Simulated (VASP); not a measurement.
# CoNiO2 (P4/mmm) in VASP: notebook

The runs below take CoNiO2 through single point, with LDA, PBEsol.

Everything below comes from runs of VASP 6.6.1. Logs are shortened: lines on timing, memory, paths and dates and some standing lists are left out, and cuts for length are marked.

**1. The cell of the first run**

The structure is tetragonal, space group P4/mmm (No. 123). Conventional cell: a = 2.974 Å, b = 2.974 Å, c = 4.165 Å, α = 90.00°, β = 90.00°, γ = 90.00°. Within 2.8 Å of Ni (site symmetry 4/mmm) lie 6 O at 2.08 to 2.10 Å. Co (site symmetry 4/mmm) has 6 O at 2.08 to 2.10 Å within 2.8 Å. O (site symmetry 4/mmm) has 2 Ni at 2.08 Å and 4 Co at 2.10 Å within 2.8 Å. O (site symmetry 4/mmm) has 2 Co at 2.08 Å and 4 Ni at 2.10 Å within 2.8 Å.

**2. Single point, LDA, collinear spin, ferromagnetic start**

The input, INCAR:

```
SYSTEM = CoNiO2
ALGO = Normal
EDIFF = 1E-6
ENCUT = 520
GGA = CA
ISIF = 2
ISMEAR = -1
ISPIN = 2
LASPH = .True.
LCHARG = .False.
LMAXMIX = 4
LORBIT = 11
LREAL = .False.
LWAVE = .False.
MAGMOM = 1 2 0 0
NBANDS = 28
NELM = 150
PREC = Accurate
SIGMA = 0.05
```

The input, KPOINTS:

```
k-points
0
Gamma
  9 9 6
  0 0 0
```

The input, POSCAR:

```
CoNiO2
1.0
    2.9735937763      0.0000000000      0.0000000000
    0.0000000000      2.9735937763      0.0000000000
    0.0000000000      0.0000000000      4.1652200993
Ni Co O
1 1 2
Direct
    0.0000000000      0.0000000000      0.0000000000
    0.5000000000      0.5000000000      0.5000000000
    0.0000000000      0.0000000000      0.5000000000
    0.5000000000      0.5000000000      0.0000000000
```

Potentials or basis: VASP PAW LDA potentials, release 64 (Ni, Co, O).

On the command line:

```sh
$ cat potpaw_LDA.64/Ni/POTCAR potpaw_LDA.64/Co/POTCAR potpaw_LDA.64/O/POTCAR > POTCAR
$ mpirun -np 1 vasp_std > vasp.out
```

OUTCAR:

```text
SYSTEM = CoNiO2
   EDIFF = 1E-6
   ENCUT = 520
   GGA = CA
   ISIF = 2
   ISMEAR = -1
   ISPIN = 2
   LASPH = .True.
   LORBIT = 11
   LREAL = .False.
   NELM = 150
   PREC = Accurate

 ion  position               nearest neighbor table
   1  0.000  0.000  0.000-   3 2.08   3 2.08   4 2.10   4 2.10   4 2.10   4 2.10   2 2.96   2 2.96
                             2 2.96   2 2.96   2 2.96   2 2.96   2 2.96   2 2.96
   2  0.500  0.500  0.500-   4 2.08   4 2.08   3 2.10   3 2.10   3 2.10   3 2.10   1 2.96   1 2.96
                             1 2.96   1 2.96   1 2.96   1 2.96   1 2.96   1 2.96
   3  0.000  0.000  0.500-   1 2.08   1 2.08   2 2.10   2 2.10   2 2.10   2 2.10
   4  0.500  0.500  0.000-   2 2.08   2 2.08   1 2.10   1 2.10   1 2.10   1 2.10

  LATTYP: Found a simple tetragonal cell.
 ALAT       =     2.9735937763
 C/A-ratio  =     1.4007360832

  Lattice vectors:

 A1 = (   2.9735937763,   0.0000000000,   0.0000000000)
 A2 = (   0.0000000000,   2.9735937763,   0.0000000000)
 A3 = (   0.0000000000,   0.0000000000,   4.1652200993)

Analysis of symmetry for initial positions (statically):
=====================================================================
 Subroutine PRICEL returns:
 Original cell was already a primitive cell.

 Routine SETGRP: Setting up the symmetry group for a
 simple tetragonal supercell.

 Subroutine GETGRP returns: Found 16 space group operations
 (whereof 16 operations were pure point group operations)
 out of a pool of 16 trial point group operations.

The static configuration has the point symmetry D_4h.

Analysis of symmetry for dynamics (positions and initial velocities):
=====================================================================
 Subroutine PRICEL returns:
 Original cell was already a primitive cell.

 Routine SETGRP: Setting up the symmetry group for a
 simple tetragonal supercell.

 Subroutine GETGRP returns: Found 16 space group operations
 (whereof 16 operations were pure point group operations)
 out of a pool of 16 trial point group operations.

The dynamic configuration has the point symmetry D_4h.

Analysis of structural, dynamic, and magnetic symmetry:
=====================================================================
 Subroutine PRICEL returns:
 Original cell was already a primitive cell.

 Routine SETGRP: Setting up the symmetry group for a
 simple tetragonal supercell.

 Subroutine GETGRP returns: Found 16 space group operations
 (whereof 16 operations were pure point group operations)
 out of a pool of 16 trial point group operations.

The overall configuration has the point symmetry D_4h.

 Subroutine INISYM returns: Found 16 space group operations
 (whereof 16 operations are pure point group operations),
 and found     1 'primitive' translations

----------------------------------------------------------------------------------------

                                     Primitive cell

  volume of cell :      36.8300

  direct lattice vectors                    reciprocal lattice vectors
     2.973593776  0.000000000  0.000000000     0.336293413  0.000000000  0.000000000
     0.000000000  2.973593776  0.000000000     0.000000000  0.336293413  0.000000000
     0.000000000  0.000000000  4.165220099     0.000000000  0.000000000  0.240083351

  length of vectors
     2.973593776  2.973593776  4.165220099     0.336293413  0.336293413  0.240083351

  position of ions in fractional coordinates (direct lattice)
     0.000000000  0.000000000  0.000000000
     0.500000000  0.500000000  0.500000000
     0.000000000  0.000000000  0.500000000
     0.500000000  0.500000000  0.000000000

  ion indices of the primitive-cell ions
   primitive index   ion index
                 1           1
                 2           2
                 3           3
                 4           4

----------------------------------------------------------------------------------------

 KPOINTS: k-points

Automatic generation of k-mesh.
 Grid dimensions read from file:
 generate k-points for:    9    9    6

 Generating k-lattice:

  Cartesian coordinates                     Fractional coordinates (reciprocal lattice)
     0.037365935  0.000000000  0.000000000     0.111111111  0.000000000  0.000000000
     0.000000000  0.037365935  0.000000000     0.000000000  0.111111111  0.000000000
     0.000000000  0.000000000  0.040013892     0.000000000  0.000000000  0.166666667

  Length of vectors
     0.037365935  0.037365935  0.040013892

  Shift w.r.t. Gamma in fractional coordinates (k-lattice)
     0.000000000  0.000000000  0.000000000

 Subroutine IBZKPT returns following result:
 ===========================================

 Found     60 irreducible k-points:

 Following reciprocal coordinates:
            Coordinates               Weight
  0.000000  0.000000  0.000000      1.000000
  0.111111  0.000000  0.000000      4.000000
  0.222222  0.000000  0.000000      4.000000
  0.333333  0.000000  0.000000      4.000000
  0.444444  0.000000  0.000000      4.000000
  0.111111  0.111111  0.000000      4.000000
[... 16 lines left out ...]
  0.333333  0.111111  0.166667     16.000000
  0.444444  0.111111  0.166667     16.000000
 [... further k-points ...]
   k-points           NKPTS =     60   k-points in BZ     NKDIM =     60   number of bands    NBANDS=     28
   number of dos      NEDOS =    301   number of ions     NIONS =      4
   total plane-waves  NPLWV =  18432
   dimension x,y,z NGX =    24 NGY =   24 NGZ =   32
   dimension x,y,z NGXF=    48 NGYF=   48 NGZF=   64
   ions per type =               1   1   2
   NGX,Y,Z   is equivalent  to a cutoff of  13.42, 13.42, 12.77 a.u.
   NGXF,Y,Z  is equivalent  to a cutoff of  26.84, 26.84, 25.54 a.u.
 SYSTEM =  CoNiO2
   PREC   = accura    normal or accurate (medium, high low for compatibility)
   ISTART =      0    job   : 0-new  1-cont  2-samecut
   ICHARG =      2    charge: 1-file 2-atom 10-const
   ISPIN  =      2    spin polarized calculation?
   LNONCOLLINEAR =      F non collinear calculations
   LSORBIT =      F    spin-orbit coupling
   LASPH  =      T    aspherical Exc in radial PAW
   ENCUT  =  520.0 eV  38.22 Ry    6.18 a.u.   5.53  5.53  7.74*2*pi/ulx,y,z
   NELM   =    150;   NELMIN=  2; NELMDL= -5     # of ELM steps
   EDIFF  = 0.1E-05   stopping-criterion for ELM
   LREAL  =      F    real-space projection
   EDIFFG = 0.1E-04   stopping-criterion for IOM
   NSW    =      0    number of steps for IOM
   IBRION =     -1    ionic relax: 0-MD 1-quasi-New 2-CG
   NFREE  =      0    steps in history (QN), initial steepest desc. (CG)
   ISIF   =      2    stress and relaxation
   ISYM   =      2    0-nonsym 1-usesym 2-fastsym
   POTIM  = 0.5000    time-step for ionic-motion
   TEBEG  =    0.0;   TEEND  =   0.0 temperature during run
   PSTRESS=    0.0 pullay stress
   NELECT =      31.0000    total number of electrons
   NUPDOWN=      -1.0000    fix difference up-down
   EMIN   =  10.00;   EMAX   =-10.00  energy-range for DOS
   EFERMI =   0.00;   METHOD = LEGACY
   ISMEAR =    -1;   SIGMA  =   0.05  broadening in eV -4-tet -1-fermi 0-gaus
   EFERMI_NEDOS =   21; number of points for ismear=-14 and -15
   IALGO  =     38    algorithm
   IMIX   =      4    mixing-type and parameters
     AMIX     =   0.40;   BMIX     =  1.00
     AMIX_MAG =   1.60;   BMIX_MAG =  1.00
  volume/ion in A,a.u.               =       9.21        62.14
  Fermi-wavevector in a.u.,A,eV,Ry     =   1.545711  2.920970 32.507349  2.389223
  Thomas-Fermi vector in A             =   2.651051
   LORBIT       =     11    0 simple, 1 ext, 2 COOP (PROOUT), +10 PAW based schemes
   GGA     = CA    functional components
   LHFCALC =     F    Hartree Fock is set to
   AEXX    =    0.0000 exact exchange contribution
   IVDW    =     0    specifies the selected vdW correction
   LEPSILON=     F    determine dielectric tensor
   LRPA    =     F    only Hartree local field effects (RPA)
 spin polarized calculation
  energy-cutoff  :      520.00
  volume of cell :       36.83
 maximum number of plane-waves:      1006
 NGX is ok and might be reduce to    24
   NGX = 11   NGY = 11   NGZ = 15

 number of electron      30.9999983 magnetization       2.9797842

 Free energy of the ion-electron system (eV)
  ---------------------------------------------------
  ext. energy  EPLUGINS =         0.00000000
  ---------------------------------------------------
  free energy    TOTEN  =       -27.99121386 eV

  energy without entropy =      -27.92858122  energy(sigma->0) =      -27.95989754

 E-fermi :   7.8116     XC(G=0): -13.1369

 val. band max:        7.8111965313   @ k =   0.2222   0.1111   0.5000
 cond. band min:       7.8120296601   @ k =   0.3333   0.2222   0.1667
 fundamental gap:      0.0008331287
 Fermi energy:         7.8116483425

 spin component 1

 k-point     1 :       0.0000    0.0000    0.0000
  band No.  band energies     occupation
      1     -12.4927      1.00000
      2     -11.0417      1.00000
      3       0.7022      1.00000
      4       3.2207      1.00000
      5       3.2207      1.00000
      6       4.2901      1.00000
[... 709 lines left out ...]
     26      22.7577      0.00000
     27      27.8563      0.00000

 [... further k-points ...]

 spin component 2

 k-point     1 :       0.0000    0.0000    0.0000
  band No.  band energies     occupation
      1     -12.2341      1.00000
      2     -10.7548      1.00000
      3       0.9315      1.00000
      4       3.4998      1.00000
      5       3.4998      1.00000
      6       4.7741      1.00000
[... 709 lines left out ...]
     26      23.1331      0.00000
     27      28.1356      0.00000

 [... further k-points ...]

 [bands above 27 left out]

------------------------ aborting loop because EDIFF is reached ----------------------------------------

  FORCE on cell =-STRESS in cart. coord.  units (eV):
  Direction    XX          YY          ZZ          XY          YZ          ZX
  --------------------------------------------------------------------------------------
  -------------------------------------------------------------------------------------
  Total       -4.3194005     -4.3194005     -4.2672998      0.0000000      0.0000000      0.0000000
  in kB     -187.9026137   -187.9026137   -185.6361297      0.0000000      0.0000000      0.0000000
  external PRESSURE =    -187.1471190 kB  Pullay stress =       0.0000000 kB

 VOLUME and BASIS-vectors are now :
 -----------------------------------------------------------------------------
  energy-cutoff  :      520.00
  volume of cell :       36.83
      direct lattice vectors                 reciprocal lattice vectors
     2.973593776  0.000000000  0.000000000     0.336293413  0.000000000  0.000000000
     0.000000000  2.973593776  0.000000000     0.000000000  0.336293413  0.000000000
     0.000000000  0.000000000  4.165220099     0.000000000  0.000000000  0.240083351

 POSITION                                       TOTAL-FORCE (eV/Angst)
 -----------------------------------------------------------------------------------
      0.00000      0.00000      0.00000         0.000000      0.000000      0.000000
      1.48680      1.48680      2.08261         0.000000      0.000000      0.000000
      0.00000      0.00000      2.08261         0.000000      0.000000      0.000000
      1.48680      1.48680      0.00000         0.000000      0.000000      0.000000
 -----------------------------------------------------------------------------------
    total drift:                                0.000000     -0.000000     -0.000000

  FREE ENERGIE OF THE ION-ELECTRON SYSTEM (eV)
  ---------------------------------------------------
  free  energy   TOTEN  =       -27.9912138594 eV

  energy  without entropy=      -27.9285812194  energy(sigma->0) =      -27.95989754

 total charge

# of ion       s       p       d       tot
------------------------------------------
    1        0.327   0.391   8.367   9.084
    2        0.308   0.384   7.227   7.919
    3        1.551   3.372   0.000   4.923
    4        1.555   3.354   0.000   4.908
--------------------------------------------------
tot          3.741   7.499  15.593  26.833

 magnetization (x)

# of ion       s       p       d       tot
------------------------------------------
    1        0.007   0.006   0.525   0.539
    2        0.018   0.018   2.043   2.079
    3        0.023   0.150   0.000   0.173
    4        0.018   0.106   0.000   0.123
--------------------------------------------------
tot          0.066   0.280   2.568   2.914
```

It took 88 s on 1 thread of Intel Xeon 6975P-C, shared host; peak memory 0.21 GiB.

Results:

```
Free energy                                           : -27.9912 eV
Pressure                                              : -18.7 GPa
Band gap on the k mesh                                : zero (filled and empty bands overlap)
Net moment                                            : 2.98 μB per cell
Site moments                                          : Ni +0.54; Co +2.08; O +0.17, +0.12 μB
Valence electrons inside the program's atomic spheres : Ni 9.08; Co 7.92; O 4.92, 4.91
```

Stress tensor (GPa, compression positive):
```
-18.79   0.00   0.00
  0.00 -18.79   0.00
  0.00   0.00 -18.56
```

Caveat: semilocal functionals often make such compounds metallic where correlation or magnetic order opens a gap, which also shifts bond lengths.

**3. Single point, LDA, collinear spin, ferromagnetic start**

This run uses another cell than the first one, of 9.40 Å³/atom, 1.021 times its volume.

The input, INCAR:

```
  PREC = Accurate
  ENCUT = 520
  EDIFF = 1E-7
  ISMEAR = -1
  SIGMA = 0.05
  LREAL = F
  LASPH = T
  NELM = 150
  ALGO = Normal
  ISIF = 2
  LWAVE = F
  LCHARG = T
  ISPIN = 2
  MAGMOM = 1 2 0 0
  LORBIT = 11
  LMAXMIX = 4
  LELF = T
  LVHAR = T
  NBANDS = 28
```

The input, KPOINTS:

```
Automatic mesh
0
Gamma
  9 9 6
```

The input, POSCAR:

```
CoNiO2
1.0
    2.9941019676      0.0000000000      0.0000000000
    0.0000000000      2.9941019676      0.0000000000
    0.0000000000      0.0000000000      4.1939466629
Ni Co O
1 1 2
Direct
    0.0000000000      0.0000000000      0.0000000000
    0.5000000000      0.5000000000      0.5000000000
    0.0000000000      0.0000000000      0.5000000000
    0.5000000000      0.5000000000      0.0000000000
```

Potentials or basis: VASP PAW LDA potentials, release 64 (Ni, Co, O).

On the command line:

```sh
$ cat potpaw_LDA.64/Ni/POTCAR potpaw_LDA.64/Co/POTCAR potpaw_LDA.64/O/POTCAR > POTCAR
$ mpirun -np 1 vasp_std > vasp.out
```

OUTCAR:

```text
PREC = Accurate
   ENCUT = 520
   EDIFF = 1E-7
   ISMEAR = -1
   LREAL = F
   LASPH = T
   NELM = 150
   ISIF = 2
   ISPIN = 2
   LORBIT = 11

 ion  position               nearest neighbor table
   1  0.000  0.000  0.000-   3 2.10   3 2.10   4 2.12   4 2.12   4 2.12   4 2.12   2 2.98   2 2.98
                             2 2.98   2 2.98   2 2.98   2 2.98   2 2.98   2 2.98
   2  0.500  0.500  0.500-   4 2.10   4 2.10   3 2.12   3 2.12   3 2.12   3 2.12   1 2.98   1 2.98
                             1 2.98   1 2.98   1 2.98   1 2.98   1 2.98   1 2.98
   3  0.000  0.000  0.500-   1 2.10   1 2.10   2 2.12   2 2.12   2 2.12   2 2.12
   4  0.500  0.500  0.000-   2 2.10   2 2.10   1 2.12   1 2.12   1 2.12   1 2.12

  LATTYP: Found a simple tetragonal cell.
 ALAT       =     2.9941019676
 C/A-ratio  =     1.4007360832

  Lattice vectors:

 A1 = (   2.9941019676,   0.0000000000,   0.0000000000)
 A2 = (   0.0000000000,   2.9941019676,   0.0000000000)
 A3 = (   0.0000000000,   0.0000000000,   4.1939466629)

Analysis of symmetry for initial positions (statically):
=====================================================================
[... 1651 lines left out ...]
  --------------------------------------------------------------------------------------
  -------------------------------------------------------------------------------------
  Total       -4.9611146     -4.9611146     -4.9947232     -0.0000000      0.0000000      0.0000000
  in kB     -211.4140128   -211.4140128   -212.8462146     -0.0000000      0.0000000      0.0000000
  external PRESSURE =    -211.8914134 kB  Pullay stress =       0.0000000 kB

 VOLUME and BASIS-vectors are now :
 -----------------------------------------------------------------------------
  energy-cutoff  :      520.00
  volume of cell :       37.60
      direct lattice vectors                 reciprocal lattice vectors
     2.994101968  0.000000000  0.000000000     0.333989961  0.000000000  0.000000000
     0.000000000  2.994101968  0.000000000     0.000000000  0.333989961  0.000000000
     0.000000000  0.000000000  4.193946663     0.000000000  0.000000000  0.238438893

 POSITION                                       TOTAL-FORCE (eV/Angst)
 -----------------------------------------------------------------------------------
      0.00000      0.00000      0.00000         0.000000      0.000000      0.000000
      1.49705      1.49705      2.09697         0.000000      0.000000      0.000000
      0.00000      0.00000      2.09697         0.000000      0.000000      0.000000
      1.49705      1.49705      0.00000         0.000000      0.000000      0.000000
 -----------------------------------------------------------------------------------
    total drift:                                0.000000     -0.000000     -0.000000

  FREE ENERGIE OF THE ION-ELECTRON SYSTEM (eV)
  ---------------------------------------------------
  free  energy   TOTEN  =       -27.8966495728 eV

  energy  without entropy=      -27.8324197752  energy(sigma->0) =      -27.86453467

 total charge

# of ion       s       p       d       tot
------------------------------------------
    1        0.320   0.375   8.352   9.047
    2        0.303   0.371   7.202   7.876
    3        1.551   3.364   0.000   4.915
    4        1.555   3.344   0.000   4.899
--------------------------------------------------
tot          3.729   7.455  15.554  26.737

 magnetization (x)

# of ion       s       p       d       tot
------------------------------------------
    1        0.007   0.006   0.555   0.569
    2        0.018   0.018   2.157   2.193
    3        0.023   0.171   0.000   0.194
    4        0.018   0.117   0.000   0.134
--------------------------------------------------
tot          0.066   0.312   2.712   3.090
```

Run time: 1.7 min. Hardware: 1 thread of Intel Xeon 6975P-C, shared host; peak memory 0.22 GiB.

Results:

```
Free energy                                           : -27.8966 eV
Pressure                                              : -21.2 GPa
Net moment                                            : 3.16 μB per cell
Site moments                                          : Ni +0.57; Co +2.19; O +0.19, +0.13 μB
Valence electrons inside the program's atomic spheres : Ni 9.05; Co 7.88; O 4.92, 4.90
```

Levels at points of the mesh, in eV from the Fermi level:
Spin up:
| k point | band 15 | band 16 | band 17 | band 18 | band 19 | band 20 | band 21 | band 22 |
| --- | --- | --- | --- | --- | --- | --- | --- | --- |
| (0.00, 0.00, 0.00) | -1.68 | -1.30 | -1.17 | -1.17 | 1.32 | 6.01 | 10.08 | 11.92 |
| (0.00, 0.00, 0.50) | -1.28 | -0.99 | -0.99 | -0.75 | 5.10 | 5.15 | 12.90 | 12.93 |
Spin down:
```csv
k point,band 12,band 13,band 14,band 15,band 16,band 17
"(0.00, 0.00, 0.00)",-1.28,-1.06,-1.00,-0.18,-0.08,-0.08
"(0.00, 0.00, 0.50)",-0.55,-0.55,-0.24,-0.11,0.04,0.04
```

Caveat: semilocal functionals often make such compounds metallic where correlation or magnetic order opens a gap, which also shifts bond lengths.

[end of part 1 of 2]
